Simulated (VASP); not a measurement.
Set up this calculation in VASP 6.6.1, as the native input.

| Item | Value |
| --- | --- |
| Task | single point |
| Functional | PBE |
| Potentials or basis | VASP PAW PBE potentials, release 64 (W_sv, C) |
| Cutoff | 520 eV |
| k mesh | 13 × 13 × 12 |
| Occupations | fermi-dirac, width 0.05 eV |
| Spin | no spin polarisation |
| Dipole correction | no |
| Further INCAR settings | ALGO = Normal; EDIFF = 1e-06; NBANDS = 16 |

The structure of WC lies in POSCAR:

```
WC
1.0
    2.8714964216      0.0000000000      0.0000000000
   -1.4357482108      2.4867888480      0.0000000000
    0.0000000000      0.0000000000      2.8290000000
W C
1 1
Direct
    0.0000000000      0.0000000000      0.0000000000
    0.6666666667      0.3333333333      0.5000000000
```

This cell differs from its parent crystal: equal xx and yy strain of -1 %.

One way to write it, as run:

INCAR

```
SYSTEM = WC
ALGO = Normal
EDIFF = 1E-6
ENCUT = 520
GGA = PE
ISIF = 2
ISMEAR = -1
LASPH = .True.
LCHARG = .True.
LELF = .True.
LREAL = .False.
LVHAR = .True.
LWAVE = .False.
NBANDS = 16
NELM = 100
PREC = Accurate
SIGMA = 0.05
```

KPOINTS

```
k-points
0
Gamma
  13 13 12
  0 0 0
```

Potentials or basis: VASP PAW PBE potentials, release 64 (W_sv, C).

The run is started by

```bash
$ cat potpaw_PBE.64/W_sv/POTCAR potpaw_PBE.64/C/POTCAR > POTCAR
$ mpirun -np 1 vasp_std > vasp.out
```

Results of the run:

```json
{"Pressure": "18.1 GPa", "Band gap on the k mesh": "zero (band 9 reaches 12.15 eV, above the bottom of band 10 at 10.84 eV)"}
```

Caveat: the cell differs from its parent crystal (equal xx and yy strain of -1 %); spin-orbit coupling is left out, which moves the levels of the heavy elements.

Run time: 23 s on 1 thread of Intel(R) Xeon(R) Platinum 8259CL CPU @ 2.50GHz (Skylake/Cascade Lake), on a shared host, peak memory 0.18 GiB.
